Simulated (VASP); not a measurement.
# CdTe (F-43m) in VASP: a series of runs, part 2 of 2

VASP 6.6.1.

## (4) Single point, PBEsol (volume scaled by 1.06)

Input file INCAR:

```
PREC = Accurate
ENCUT = 520
EDIFF = 1E-6
ISMEAR = -1
SIGMA = 0.01
LREAL = False
LASPH = True
NELM = 80
ALGO = Normal
ISIF = 2
LWAVE = False
LCHARG = False
GGA = PS
NBANDS = 16
```

Input file KPOINTS:

```
Automatic mesh
0
Gamma
  7 7 7
```

Input file POSCAR:

```
CdTe
1.0
    0.0000000000      3.3464850666      3.3464850666
    3.3464850666      0.0000000000      3.3464850666
    3.3464850666      3.3464850666      0.0000000000
Cd Te
1 1
Direct
    0.0000000000      0.0000000000      0.0000000000
    0.7500000000      0.7500000000      0.7500000000
```

Potentials or basis: VASP PAW PBE potentials, release 64 (Cd, Te).

On the command line:

```bash
cat potpaw_PBE.64/Cd/POTCAR potpaw_PBE.64/Te/POTCAR > POTCAR
mpirun -np 1 vasp_std > vasp.out
```

OUTCAR:

```text
PREC = Accurate
   ENCUT = 520
   EDIFF = 1E-6
   ISMEAR = -1
   LREAL = False
   LASPH = True
   NELM = 80
   ISIF = 2
   GGA = PS

 ion  position               nearest neighbor table
   1  0.000  0.000  0.000-   2 2.90   2 2.90   2 2.90   2 2.90
   2  0.750  0.750  0.750-   1 2.90   1 2.90   1 2.90   1 2.90

  LATTYP: Found a face centered cubic cell.
 ALAT       =     6.6929701332

  Lattice vectors:

 A1 = (   0.0000000000,   3.3464850666,   3.3464850666)
 A2 = (   3.3464850666,   0.0000000000,   3.3464850666)
 A3 = (   3.3464850666,   3.3464850666,   0.0000000000)

Analysis of symmetry for initial positions (statically):
=====================================================================
 Subroutine PRICEL returns:
 Original cell was already a primitive cell.

 Routine SETGRP: Setting up the symmetry group for a
 face centered cubic supercell.

 Subroutine GETGRP returns: Found 24 space group operations
 (whereof 24 operations were pure point group operations)
 out of a pool of 48 trial point group operations.

The static configuration has the point symmetry T_d .

[... 150 lines left out ...]
  free energy    TOTEN  =        -5.42401903 eV

  energy without entropy =       -5.42401903  energy(sigma->0) =       -5.42401903

 E-fermi :   1.5913     XC(G=0):  -8.3588

 val. band max:        1.3888827245   @ k =   0.0000   0.0000   0.0000
 cond. band min:       1.7732825622   @ k =   0.0000   0.0000   0.0000
 fundamental gap:      0.3843998377
 Fermi energy:         1.5912952514

 k-point     1 :       0.0000    0.0000    0.0000
  band No.  band energies     occupation
      1      -9.3166      2.00000
      2      -6.5774      2.00000
      3      -6.5774      2.00000
      4      -6.5774      2.00000
      5      -6.3779      2.00000
      6      -6.3779      2.00000
[... 357 lines left out ...]
      3      -6.4786      2.00000
      4      -6.4009      2.00000
      5      -6.3738      2.00000
      6      -5.9564      2.00000
[... 8 lines left out ...]
     15      11.2153      0.00000
     16      12.7719      0.00000

------------------------ aborting loop because EDIFF is reached ----------------------------------------

  FORCE on cell =-STRESS in cart. coord.  units (eV):
  Direction    XX          YY          ZZ          XY          YZ          ZX
  --------------------------------------------------------------------------------------
  -------------------------------------------------------------------------------------
  Total       -1.3807577     -1.3807577     -1.3807577      0.0000000      0.0000000      0.0000000
  in kB      -29.5142255    -29.5142255    -29.5142255      0.0000000      0.0000000      0.0000000
  external PRESSURE =     -29.5142255 kB  Pullay stress =       0.0000000 kB

 VOLUME and BASIS-vectors are now :
 -----------------------------------------------------------------------------
  energy-cutoff  :      520.00
  volume of cell :       74.95
      direct lattice vectors                 reciprocal lattice vectors
     0.000000000  3.346485067  3.346485067    -0.149410498  0.149410498  0.149410498
     3.346485067  0.000000000  3.346485067     0.149410498 -0.149410498  0.149410498
     3.346485067  3.346485067  0.000000000     0.149410498  0.149410498 -0.149410498

 POSITION                                       TOTAL-FORCE (eV/Angst)
 -----------------------------------------------------------------------------------
      0.00000      0.00000      0.00000        -0.000000     -0.000000     -0.000000
      5.01973      5.01973      5.01973         0.000000      0.000000      0.000000
 -----------------------------------------------------------------------------------
    total drift:                                0.000000      0.000000      0.000000

  FREE ENERGIE OF THE ION-ELECTRON SYSTEM (eV)
  ---------------------------------------------------
  free  energy   TOTEN  =        -5.4240190304 eV

  energy  without entropy=       -5.4240190304  energy(sigma->0) =       -5.42401903
```

OSZICAR:

```text
N       E                     dE             d eps       ncg     rms          rms(c)
DAV:   1     0.100830862720E+03    0.10083E+03   -0.81551E+03   640   0.966E+02
DAV:   2    -0.191895715960E+01   -0.10275E+03   -0.96888E+02   816   0.235E+02
DAV:   3    -0.564922184576E+01   -0.37303E+01   -0.37255E+01   720   0.460E+01
DAV:   4    -0.568562317186E+01   -0.36401E-01   -0.36400E-01  1000   0.402E+00
DAV:   5    -0.568577752753E+01   -0.15436E-03   -0.15436E-03   808   0.212E-01    0.444E+00
DAV:   6    -0.544196307719E+01    0.24381E+00   -0.44026E-01   776   0.768E+00    0.386E+00
DAV:   7    -0.542492671544E+01    0.17036E-01   -0.89834E-02   792   0.192E+00    0.163E+00
DAV:   8    -0.542396835245E+01    0.95836E-03   -0.85569E-03   712   0.102E+00    0.416E-01
DAV:   9    -0.542395527409E+01    0.13078E-04   -0.79166E-04   784   0.273E-01    0.822E-02
DAV:  10    -0.542399187898E+01   -0.36605E-04   -0.10074E-04   792   0.948E-02    0.491E-02
DAV:  11    -0.542401962646E+01   -0.27747E-04   -0.40377E-05   792   0.329E-02    0.248E-02
DAV:  12    -0.542401903038E+01    0.59609E-06   -0.30513E-06   808   0.123E-02
   1 F= -.54240190E+01 E0= -.54240190E+01  d E =-.199934E-10
```

stdout:

```text
POSCAR found type information on POSCAR CdTe
 POSCAR found :  2 types and       2 ions
 scaLAPACK will be used
 -----------------------------------------------------------------------------
|                                                                             |
|                                                                             |
|     You enforced a specific xc type in the INCAR file but a different       |
|     I HOPE YOU KNOW WHAT YOU ARE DOING!                                     |
|                                                                             |
 -----------------------------------------------------------------------------

 LDA part: xc-table for (Slater+PW92), standard interpolation
 POSCAR, INCAR and KPOINTS ok, starting setup
 FFT: planning ... GRIDC
 FFT: planning ... GRID_SOFT
 FFT: planning ... GRID
 WAVECAR not read
 entering main loop
```

It took 8.7 s on 1 thread of Intel Xeon 6975P-C (Granite Rapids), shared host; peak memory 0.21 GiB.

Results:

| Item | Value |
| --- | --- |
| Free energy | -5.4240 eV |
| Pressure | -3.0 GPa |
| Band gap on the k mesh | 0.38 eV, direct |

Caveat: the cell differs from its parent crystal (volume scaled by 1.06); the PAW data sets were made with another functional, which shifts forces and pressure a little; spin-orbit coupling is left out, which moves the levels of the heavy elements.

## (5) Single point, PBE

This run uses another cell than the first one, of 35.36 Å³/atom, 1.063 times its volume.

Input file INCAR:

```
SYSTEM = CdTe
  PREC = Accurate
  ENCUT = 520
  EDIFF = 1E-7
  ISMEAR = -1
  SIGMA = 0.01
  LREAL = .False.
  LASPH = .True.
  NELM = 100
  ALGO = Normal
  ISIF = 2
  LWAVE = .False.
  LCHARG = .True.
  GGA = PE
  LELF = .True.
  LVHAR = .True.
  NBANDS = 16
```

Input file KPOINTS:

```
regular mesh
0
Gamma
  7 7 7
  0 0 0
```

Input file POSCAR:

```
CdTe
1.0
    0.0000000000      3.2821135562      3.2821135562
    3.2821135562      0.0000000000      3.2821135562
    3.2821135562      3.2821135562      0.0000000000
Cd Te
1 1
Direct
    0.0000000000      0.0000000000      0.0000000000
    0.7500000000      0.7500000000      0.7500000000
```

On the command line:

```bash
cat potpaw_PBE.64/Cd/POTCAR potpaw_PBE.64/Te/POTCAR > POTCAR
mpirun -np 1 vasp_std > vasp.out
```

Wall time 23 s (1 thread of Intel Xeon Platinum 8259CL at 2.50GHz (Skylake/Cascade Lake), shared host); peak memory 0.21 GiB.

The run converged. Its results:

```yaml
Free_energy: -4.8045 eV
Pressure: 1.0 GPa
Band_gap_on_the_k_mesh: 0.66 eV, direct
```

Levels at points of the mesh, in eV from the valence-band top:
| k point | band 7 | band 8 | band 9 | band 10 | band 11 | band 12 |
| --- | --- | --- | --- | --- | --- | --- |
| (0.00, 0.00, 0.00) | 0.00 | 0.00 | 0.00 | 0.66 | 4.63 | 4.63 |

Caveat: spin-orbit coupling is left out, which moves the levels of the heavy elements. Expect the measured gap to be larger: semilocal functionals such as PBE lack the derivative discontinuity.

## (6) Single point, PBEsol

This run uses another cell than the first one, of 35.36 Å³/atom, 1.063 times its volume.

Input file INCAR:

```
SYSTEM = CdTe
ALGO = Normal
EDIFF = 1E-6
ENCUT = 520
GGA = PS
ISIF = 2
ISMEAR = -1
LASPH = .TRUE.
LCHARG = .FALSE.
LREAL = .FALSE.
LWAVE = .FALSE.
NBANDS = 16
NELM = 80
PREC = Accurate
SIGMA = 0.01
```

Input file KPOINTS:

```
k-points
0
G
  7 7 7
  0 0 0
```

POSCAR is that of step 5.

Potentials or basis: VASP PAW PBE potentials, release 64 (Cd, Te).

On the command line:

```bash
cat potpaw_PBE.64/Cd/POTCAR potpaw_PBE.64/Te/POTCAR > POTCAR
mpirun -np 1 vasp_std > vasp.out
```

OUTCAR:

```text
SYSTEM = CdTe
   EDIFF = 1E-6
   ENCUT = 520
   GGA = PS
   ISIF = 2
   ISMEAR = -1
   LASPH = .TRUE.
   LREAL = .FALSE.
   NELM = 80
   PREC = Accurate

 ion  position               nearest neighbor table
   1  0.000  0.000  0.000-   2 2.84   2 2.84   2 2.84   2 2.84
   2  0.750  0.750  0.750-   1 2.84   1 2.84   1 2.84   1 2.84

  LATTYP: Found a face centered cubic cell.
 ALAT       =     6.5642271124

  Lattice vectors:

 A1 = (   0.0000000000,   3.2821135562,   3.2821135562)
 A2 = (   3.2821135562,   0.0000000000,   3.2821135562)
 A3 = (   3.2821135562,   3.2821135562,   0.0000000000)

Analysis of symmetry for initial positions (statically):
=====================================================================
 Subroutine PRICEL returns:
 Original cell was already a primitive cell.

 Routine SETGRP: Setting up the symmetry group for a
 face centered cubic supercell.

 Subroutine GETGRP returns: Found 24 space group operations
 (whereof 24 operations were pure point group operations)
 out of a pool of 48 trial point group operations.

The static configuration has the point symmetry T_d .

[... 152 lines left out ...]
  energy without entropy =       -5.48007123  energy(sigma->0) =       -5.48007123

 E-fermi :   2.0751     XC(G=0):  -8.6119

 val. band max:        1.8729069810   @ k =   0.0000   0.0000   0.0000
 cond. band min:       2.4224685326   @ k =   0.0000   0.0000   0.0000
 fundamental gap:      0.5495615516
 Fermi energy:         2.0751056528

 k-point     1 :       0.0000    0.0000    0.0000
  band No.  band energies     occupation
      1      -9.1268      2.00000
      2      -6.2570      2.00000
      3      -6.2570      2.00000
      4      -6.2570      2.00000
      5      -6.0197      2.00000
      6      -6.0197      2.00000
[... 357 lines left out ...]
      3      -6.1398      2.00000
      4      -6.0481      2.00000
      5      -6.0159      2.00000
      6      -5.5278      2.00000
[... 8 lines left out ...]
     15      11.8622      0.00000
     16      13.5741      0.00000

------------------------ aborting loop because EDIFF is reached ----------------------------------------

  FORCE on cell =-STRESS in cart. coord.  units (eV):
  Direction    XX          YY          ZZ          XY          YZ          ZX
  --------------------------------------------------------------------------------------
  -------------------------------------------------------------------------------------
  Total       -0.5155151     -0.5155151     -0.5155151     -0.0000000      0.0000000     -0.0000000
  in kB      -11.6804926    -11.6804926    -11.6804926     -0.0000000      0.0000000     -0.0000000
  external PRESSURE =     -11.6804926 kB  Pullay stress =       0.0000000 kB

 VOLUME and BASIS-vectors are now :
 -----------------------------------------------------------------------------
  energy-cutoff  :      520.00
  volume of cell :       70.71
      direct lattice vectors                 reciprocal lattice vectors
     0.000000000  3.282113556  3.282113556    -0.152340859  0.152340859  0.152340859
     3.282113556  0.000000000  3.282113556     0.152340859 -0.152340859  0.152340859
     3.282113556  3.282113556  0.000000000     0.152340859  0.152340859 -0.152340859

 POSITION                                       TOTAL-FORCE (eV/Angst)
 -----------------------------------------------------------------------------------
      0.00000      0.00000      0.00000         0.000000      0.000000      0.000000
      4.92317      4.92317      4.92317        -0.000000     -0.000000     -0.000000
 -----------------------------------------------------------------------------------
    total drift:                                0.000000      0.000000      0.000000

  FREE ENERGIE OF THE ION-ELECTRON SYSTEM (eV)
  ---------------------------------------------------
  free  energy   TOTEN  =        -5.4800712279 eV

  energy  without entropy=       -5.4800712279  energy(sigma->0) =       -5.48007123
```

stdout:

```text
POSCAR found type information on POSCAR CdTe
 POSCAR found :  2 types and       2 ions
 scaLAPACK will be used
 -----------------------------------------------------------------------------
|                                                                             |
|                                                                             |
|     You enforced a specific xc type in the INCAR file but a different       |
|     I HOPE YOU KNOW WHAT YOU ARE DOING!                                     |
|                                                                             |
 -----------------------------------------------------------------------------

 LDA part: xc-table for (Slater+PW92), standard interpolation
 POSCAR, INCAR and KPOINTS ok, starting setup
 FFT: planning ... GRIDC
 FFT: planning ... GRID_SOFT
 FFT: planning ... GRID
 WAVECAR not read
 entering main loop
```

Run time: 19 s. Hardware: 1 thread of Intel Xeon Platinum 8259CL at 2.50GHz (Skylake/Cascade Lake), shared host; peak memory 0.21 GiB.

What came out:

```yaml
Free_energy: -5.4801 eV
Pressure: -1.2 GPa
Band_gap_on_the_k_mesh: 0.55 eV, direct
```

Caveat: the PAW data sets were made with another functional, which shifts forces and pressure a little; spin-orbit coupling is left out, which moves the levels of the heavy elements.

## (7) The runs side by side

```tsv
level	cell	gap on the mesh (eV)	pressure (GPa)
PBEsol	a = 4.548 Å, angles 60.0°, 2 atoms	0.73	1.4
PBEsol	a = 4.610 Å, angles 60.0°, 2 atoms	0.61	-0.4
PBEsol	a = 4.733 Å, angles 60.0°, 2 atoms	0.38	-3.0
PBE	a = 4.642 Å, angles 60.0°, 2 atoms	0.66	1.0
PBEsol	a = 4.642 Å, angles 60.0°, 2 atoms	0.55	-1.2
```

Alike in all rows: task single point; potentials or basis VASP PAW PBE potentials, release 64 (Cd, Te); no spin polarisation; k mesh 7 × 7 × 7; cutoff (eV) 520; smearing fermi-dirac 0.01 eV.

Caveats: spin-orbit coupling is left out, which moves the levels of the heavy elements; the PAW data sets were made with another functional, which shifts forces and pressure a little (some runs).

Total energies depend on the potentials used, so only differences within one code and one set of settings carry meaning.
